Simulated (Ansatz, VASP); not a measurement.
# SnTe: VASP beside Ansatz

File INCAR:

```
SYSTEM = SnTe
ALGO = Normal
EDIFF = 1E-6
ENCUT = 520
ISIF = 2
ISMEAR = -1
LASPH = .TRUE.
LCHARG = .FALSE.
LREAL = .FALSE.
LWAVE = .FALSE.
NBANDS = 17
NELM = 80
PREC = Accurate
SIGMA = 0.05
```

Contents of KPOINTS:

```
k-points
0
G
  7 7 7
  0 0 0
```

Contents of POSCAR:

```
SnTe
1.0
    0.0000000000      3.5869093905      3.5869093905
    3.5869093905      0.0000000000      3.5869093905
    3.5869093905      3.5869093905      0.0000000000
Te Sn
1 1
Direct
    0.2500000000      0.2500000000      0.2500000000
    0.0000000000      0.0000000000      0.0000000000
```

input.yaml

```yaml
crystal:
  lattice:
    - [0.0, 3.5869093905, 3.5869093905]
    - [3.5869093905, 0.0, 3.5869093905]
    - [3.5869093905, 3.5869093905, 0.0]
  atoms:
    - { symbol: Te, position: [0.25, 0.25, 0.25] }
    - { symbol: Sn, position: [0.0, 0.0, 0.0] }
hamiltonian:
  xc: lda
  pseudopotentials: { kind: paw }
kpoints:
  mp_grid: { grid: [7, 7, 7] }
scf:
  occupations: { method: fermi_dirac, width: 0.05 }
output:
  forces: true
  stress: true
  eigenvalues: true
```

Alike in both runs: task single point; functional LDA; k mesh 7 × 7 × 7; occupations fermi-dirac, width 0.05 eV; no spin polarisation.

|  | VASP | Ansatz |
| --- | --- | --- |
| version | VASP 6.6.1 | Ansatz 0.2.0 |
| potentials or method | VASP PAW LDA potentials, release 64 (Te, Sn_d) | Ansatz PAW |
| plane-wave cutoff (eV) | 520 | 420 |
| valence electrons in the cell | 20 | 30 |

```tsv
	VASP	Ansatz	Ansatz less VASP
gap on the k mesh at the Fermi level (eV)	0.21	0.22	+0.010
least direct gap on the mesh (eV)	0.73	0.74	+0.007
pressure (GPa)	-1.8	-1.8	-0.03
```

LDA's correlation is that of Perdew and Zunger in VASP and of Perdew and Wang (1992) in Ansatz. VASP's potentials hold 20 valence electrons a cell and Ansatz's 30, so a difference there can come from the potentials and not from the codes.

Spin-orbit coupling is off throughout. Noted on Ansatz's run: odd divisions of the mesh miss points on the zone boundary, where band edges often lie, so the gap on the mesh can be too wide.
